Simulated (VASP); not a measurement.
# Na4Y3N (Pm-3m) in VASP: relaxation of cell and atoms with PBE

Aim: the relaxation of cell and atoms of Na4Y3N with PBE.

All numbers are computed with VASP 6.6.1; they aren't measurements. Logs are shortened: lines on timing, memory, paths and dates and some standing lists are left out, and cuts for length are marked.

### 1 The cell of the first run

The structure is cubic, space group Pm-3m (No. 221). Conventional cell: a = 5.438 Å, b = 5.438 Å, c = 5.438 Å, α = 90.00°, β = 90.00°, γ = 90.00°. Within 3.6 Å of Na (site symmetry m-3m) lie 6 Na at 2.72 Å. Within 3.6 Å of Na (site symmetry 4/mmm) lie 2 Na at 2.72 Å and 4 Y at 2.72 Å. Within 3.6 Å of Y (site symmetry 4/mmm) lie 4 Na at 2.72 Å and 2 N at 2.72 Å. N (site symmetry m-3m) has 6 Y at 2.72 Å within 3.6 Å.

The cell was generated, and may not be a known phase.

### 2 Relaxation of cell and atoms, PBE

File INCAR:

```
SYSTEM = Na4Y3N
  PREC = Accurate
  ENCUT = 1130
  EDIFF = 1E-7
  ISMEAR = 0
  SIGMA = 0.1
  LREAL = .False.
  LASPH = .True.
  NELM = 120
  ALGO = Normal
  ISIF = 3
  LWAVE = .False.
  LCHARG = .False.
  GGA = PE
  IBRION = 2
  NSW = 90
  EDIFFG = -0.04
  GGA_COMPAT = .False.
  NELMIN = 4
```

File KPOINTS:

```
regular mesh
0
Gamma
  4 4 4
  0 0 0
```

File POSCAR:

```
Na4Y3N
1.0
    5.4376122600      0.0000000000      0.0000000000
    0.0000000000      5.4376122600      0.0000000000
    0.0000000000      0.0000000000      5.4376122600
Na Y N
4 3 1
Direct
    0.5000000000      0.5000000000      0.5000000000
    0.0000000000      0.5000000000      0.5000000000
    0.5000000000      0.0000000000      0.5000000000
    0.5000000000      0.5000000000      0.0000000000
    0.5000000000      0.0000000000      0.0000000000
    0.0000000000      0.5000000000      0.0000000000
    0.0000000000      0.0000000000      0.5000000000
    0.0000000000      0.0000000000      0.0000000000
```

Potentials or basis: VASP PAW PBE potentials, release 64 (Na_sv, Y_sv, N).

Run with:

```bash
$ cat potpaw_PBE.64/Na_sv/POTCAR potpaw_PBE.64/Y_sv/POTCAR potpaw_PBE.64/N/POTCAR > POTCAR
$ mpirun -np 1 vasp_std > vasp.out
```

OUTCAR:

```text
SYSTEM = Na4Y3N
   PREC = Accurate
   ENCUT = 1130
   EDIFF = 1E-7
   ISMEAR = 0
   LREAL = .False.
   LASPH = .True.
   NELM = 120
   ISIF = 3
   GGA = PE
   IBRION = 2
   NSW = 90
   EDIFFG = -0.04
   NELMIN = 4

 ion  position               nearest neighbor table
   1  0.500  0.500  0.500-
   2  0.000  0.500  0.500-   6 2.72   7 2.72   6 2.72   7 2.72
   3  0.500  0.000  0.500-   5 2.72   7 2.72   5 2.72   7 2.72
   4  0.500  0.500  0.000-   5 2.72   6 2.72   5 2.72   6 2.72
   5  0.500  0.000  0.000-   3 2.72   4 2.72   8 2.72   3 2.72   4 2.72   8 2.72   7 3.84   6 3.84
                             6 3.84   6 3.84   7 3.84   7 3.84   7 3.84   6 3.84
   6  0.000  0.500  0.000-   2 2.72   4 2.72   8 2.72   2 2.72   8 2.72   4 2.72   7 3.84   5 3.84
                             7 3.84   5 3.84   7 3.84   7 3.84   5 3.84   5 3.84
   7  0.000  0.000  0.500-   2 2.72   3 2.72   8 2.72   8 2.72   2 2.72   3 2.72   6 3.84   6 3.84
                             5 3.84   6 3.84   6 3.84   5 3.84   5 3.84   5 3.84
   8  0.000  0.000  0.000-   5 2.72   6 2.72   7 2.72   7 2.72   6 2.72   5 2.72

  LATTYP: Found a simple cubic cell.
 ALAT       =     5.4376122600

  Lattice vectors:

 A1 = (   5.4376122600,   0.0000000000,   0.0000000000)
 A2 = (   0.0000000000,   5.4376122600,   0.0000000000)
 A3 = (   0.0000000000,   0.0000000000,   5.4376122600)

Analysis of symmetry for initial positions (statically):
=====================================================================
 Subroutine PRICEL returns:
 Original cell was already a primitive cell.

 Routine SETGRP: Setting up the symmetry group for a
 simple cubic supercell.

 Subroutine GETGRP returns: Found 48 space group operations
 (whereof 48 operations were pure point group operations)
 out of a pool of 48 trial point group operations.

The static configuration has the point symmetry O_h .

Analysis of symmetry for dynamics (positions and initial velocities):
=====================================================================
 Subroutine PRICEL returns:
 Original cell was already a primitive cell.

 Routine SETGRP: Setting up the symmetry group for a
 simple cubic supercell.

 Subroutine GETGRP returns: Found 48 space group operations
 (whereof 48 operations were pure point group operations)
 out of a pool of 48 trial point group operations.

The dynamic configuration has the point symmetry O_h .

 Subroutine INISYM returns: Found 48 space group operations
 (whereof 48 operations are pure point group operations),
 and found     1 'primitive' translations

----------------------------------------------------------------------------------------

                                     Primitive cell

  volume of cell :     160.7773

  direct lattice vectors                    reciprocal lattice vectors
     5.437612260  0.000000000  0.000000000     0.183904249  0.000000000  0.000000000
     0.000000000  5.437612260  0.000000000     0.000000000  0.183904249  0.000000000
     0.000000000  0.000000000  5.437612260     0.000000000  0.000000000  0.183904249

  length of vectors
     5.437612260  5.437612260  5.437612260     0.183904249  0.183904249  0.183904249

  position of ions in fractional coordinates (direct lattice)
     0.500000000  0.500000000  0.500000000
     0.000000000  0.500000000  0.500000000
     0.500000000  0.000000000  0.500000000
     0.500000000  0.500000000  0.000000000
     0.500000000  0.000000000  0.000000000
     0.000000000  0.500000000  0.000000000
     0.000000000  0.000000000  0.500000000
     0.000000000  0.000000000  0.000000000

  ion indices of the primitive-cell ions
   primitive index   ion index
                 1           1
                 2           2
                 3           3
                 4           4
                 5           5
                 6           6
                 7           7
                 8           8

----------------------------------------------------------------------------------------

 KPOINTS: regular mesh

Automatic generation of k-mesh.
 Grid dimensions read from file:
 generate k-points for:    4    4    4

 Generating k-lattice:

  Cartesian coordinates                     Fractional coordinates (reciprocal lattice)
     0.045976062  0.000000000  0.000000000     0.250000000  0.000000000  0.000000000
     0.000000000  0.045976062  0.000000000     0.000000000  0.250000000  0.000000000
     0.000000000  0.000000000  0.045976062     0.000000000  0.000000000  0.250000000

  Length of vectors
     0.045976062  0.045976062  0.045976062

  Shift w.r.t. Gamma in fractional coordinates (k-lattice)
     0.000000000  0.000000000  0.000000000

 Subroutine IBZKPT returns following result:
 ===========================================

 Found     10 irreducible k-points:

 Following reciprocal coordinates:
            Coordinates               Weight
  0.000000  0.000000  0.000000      1.000000
  0.250000  0.000000  0.000000      6.000000
  0.500000  0.000000  0.000000      3.000000
  0.250000  0.250000  0.000000     12.000000
  0.500000  0.250000  0.000000     12.000000
  0.500000  0.500000  0.000000      3.000000
  0.250000  0.250000  0.250000      8.000000
  0.500000  0.250000  0.250000     12.000000
  0.500000  0.500000  0.250000      6.000000
  0.500000  0.500000  0.500000      1.000000
   k-points           NKPTS =     10   k-points in BZ     NKDIM =     10   number of bands    NBANDS=     44
   number of dos      NEDOS =    301   number of ions     NIONS =      8
   total plane-waves  NPLWV = 216000
   dimension x,y,z NGX =    60 NGY =   60 NGZ =   60
   dimension x,y,z NGXF=   120 NGYF=  120 NGZF=  120
   ions per type =               4   3   1
   NGX,Y,Z   is equivalent  to a cutoff of  18.34, 18.34, 18.34 a.u.
   NGXF,Y,Z  is equivalent  to a cutoff of  36.69, 36.69, 36.69 a.u.
 SYSTEM =  Na4Y3N
   PREC   = accura    normal or accurate (medium, high low for compatibility)
   ISTART =      0    job   : 0-new  1-cont  2-samecut
   ICHARG =      2    charge: 1-file 2-atom 10-const
   ISPIN  =      1    spin polarized calculation?
   LNONCOLLINEAR =      F non collinear calculations
   LSORBIT =      F    spin-orbit coupling
   LASPH  =      T    aspherical Exc in radial PAW
   ENCUT  = 1130.0 eV  83.05 Ry    9.11 a.u.  14.90 14.90 14.90*2*pi/ulx,y,z
   NELM   =    120;   NELMIN=  4; NELMDL= -5     # of ELM steps
   EDIFF  = 0.1E-06   stopping-criterion for ELM
   LREAL  =      F    real-space projection
   EDIFFG = -.4E-01   stopping-criterion for IOM
   NSW    =     90    number of steps for IOM
   IBRION =      2    ionic relax: 0-MD 1-quasi-New 2-CG
   NFREE  =      1    steps in history (QN), initial steepest desc. (CG)
   ISIF   =      3    stress and relaxation
   ISYM   =      2    0-nonsym 1-usesym 2-fastsym
   POTIM  = 0.5000    time-step for ionic-motion
   TEBEG  =    0.0;   TEEND  =   0.0 temperature during run
   PSTRESS=    0.0 pullay stress
   NELECT =      74.0000    total number of electrons
   NUPDOWN=      -1.0000    fix difference up-down
   EMIN   =  10.00;   EMAX   =-10.00  energy-range for DOS
   EFERMI =   0.00;   METHOD = LEGACY
   ISMEAR =     0;   SIGMA  =   0.10  broadening in eV -4-tet -1-fermi 0-gaus
   EFERMI_NEDOS =   21; number of points for ismear=-14 and -15
   IALGO  =     38    algorithm
   IMIX   =      4    mixing-type and parameters
     AMIX     =   0.40;   BMIX     =  1.00
     AMIX_MAG =   1.60;   BMIX_MAG =  1.00
  volume/ion in A,a.u.               =      20.10       135.62
  Fermi-wavevector in a.u.,A,eV,Ry     =   1.263991  2.388596 21.737650  1.597672
  Thomas-Fermi vector in A             =   2.397319
   LORBIT       =      0    0 simple, 1 ext, 2 COOP (PROOUT), +10 PAW based schemes
   GGA     = PE    functional components
   LHFCALC =     F    Hartree Fock is set to
   AEXX    =    0.0000 exact exchange contribution
   IVDW    =     0    specifies the selected vdW correction
   LEPSILON=     F    determine dielectric tensor
   LRPA    =     F    only Hartree local field effects (RPA)
 conjugate gradient relaxation of ions
 non-spin polarized calculation
 Gauss-broadening in eV      SIGMA  =   0.10
  energy-cutoff  :     1130.00
  volume of cell :      160.78
 maximum number of plane-waves:     13949
 NGX is ok and might be reduce to    60
   NGX = 29   NGY = 29   NGZ = 29

--------------------------------------- Ionic step        1  -------------------------------------------

 number of electron      73.9999976 magnetization

 Free energy of the ion-electron system (eV)
  ---------------------------------------------------
  ext. energy  EPLUGINS =         0.00000000
  ---------------------------------------------------
  free energy    TOTEN  =       -26.29284207 eV

  energy without entropy =      -26.27767162  energy(sigma->0) =      -26.28525684

 E-fermi :   4.0324     XC(G=0):  -9.6120

 val. band max:        4.0007628598   @ k =   0.2500   0.2500   0.2500
 cond. band min:       4.1291946876   @ k =   0.5000   0.0000   0.0000
 fundamental gap:      0.1284318279
 Fermi energy:         4.0323827257

 k-point     1 :       0.0000    0.0000    0.0000
  band No.  band energies     occupation
      1     -49.3081      2.00000
      2     -49.3051      2.00000
      3     -49.3051      2.00000
      4     -48.2576      2.00000
      5     -39.0235      2.00000
      6     -38.9984      2.00000
[... 540 lines left out ...]
  energy  without entropy=      -27.2854629830  energy(sigma->0) =      -27.29866552

--------------------------------------- Ionic step        3  -------------------------------------------

 number of electron      73.9999961 magnetization

 Free energy of the ion-electron system (eV)
  ---------------------------------------------------
  ext. energy  EPLUGINS =         0.00000000
  ---------------------------------------------------
  free energy    TOTEN  =       -27.34219222 eV

  energy without entropy =      -27.30376071  energy(sigma->0) =      -27.32297647

 E-fermi :   2.8130     XC(G=0):  -8.7281

 val. band max:        2.7949228671   @ k =   0.2500   0.2500   0.2500
 cond. band min:       2.8270373718   @ k =   0.5000   0.0000   0.0000
 fundamental gap:      0.0321145047
 Fermi energy:         2.8130408017

 k-point     1 :       0.0000    0.0000    0.0000
  band No.  band energies     occupation
      1     -50.1712      2.00000
      2     -50.1703      2.00000
      3     -50.1703      2.00000
      4     -49.6386      2.00000
      5     -40.8407      2.00000
      6     -40.8325      2.00000
[... 494 lines left out ...]
  FREE ENERGIE OF THE ION-ELECTRON SYSTEM (eV)
  ---------------------------------------------------
  free  energy   TOTEN  =       -27.3421922236 eV

  energy  without entropy=      -27.3037607100  energy(sigma->0) =      -27.32297647

 reached required accuracy - stopping structural energy minimisation
```

It took 11 min on 1 thread of Intel Xeon Platinum 8488C (Sapphire Rapids), shared host; peak memory 0.66 GiB.

What came out:

| Quantity | Value |
| --- | --- |
| Free energy | -27.3422 eV |
| Relaxed volume | 25.25 Å³/atom |
| Relaxed cell | a = 5.867 Å, b = 5.867 Å, c = 5.867 Å, α = 90.00°, β = 90.00°, γ = 90.00° |
| Space group after relaxing (to 0.1 Å) | Pm-3m (No. 221) |
| Energy gained by relaxing | 131.2 meV/atom |
| Ionic steps | 3 |
| Pressure after relaxing | -0.2 GPa |
| Band gap on the k mesh | zero (bands 37 and 38 overlap by 0.49 eV) |

The path:
| step | energy change (eV) | largest force (eV/Å) | pressure (GPa) | volume (Å³) |
| --- | --- | --- | --- | --- |
| 1 | 0.0000 | 0.0000 | 10.23 | 160.78 |
| 2 | -1.0190 | 0.0000 | 1.28 | 192.53 |
| 3 | -1.0494 | 0.0000 | -0.18 | 201.98 |

Final structure:
```
Na Y N
1.0
     5.86725    0.00000    0.00000
     0.00000    5.86725    0.00000
     0.00000    0.00000    5.86725
Na Y N
4 3 1
Direct
  0.50000 0.50000 0.50000
  0.00000 0.50000 0.50000
  0.50000 0.00000 0.50000
  0.50000 0.50000 0.00000
  0.50000 0.00000 0.00000
  0.00000 0.50000 0.00000
  0.00000 0.00000 0.50000
  0.00000 0.00000 0.00000
```

Caveat: the volume moved by over 15 % at a fixed basis, so the end points are rough.

The gap in the log of VASP goes by the Fermi energy; the results here count the filled bands.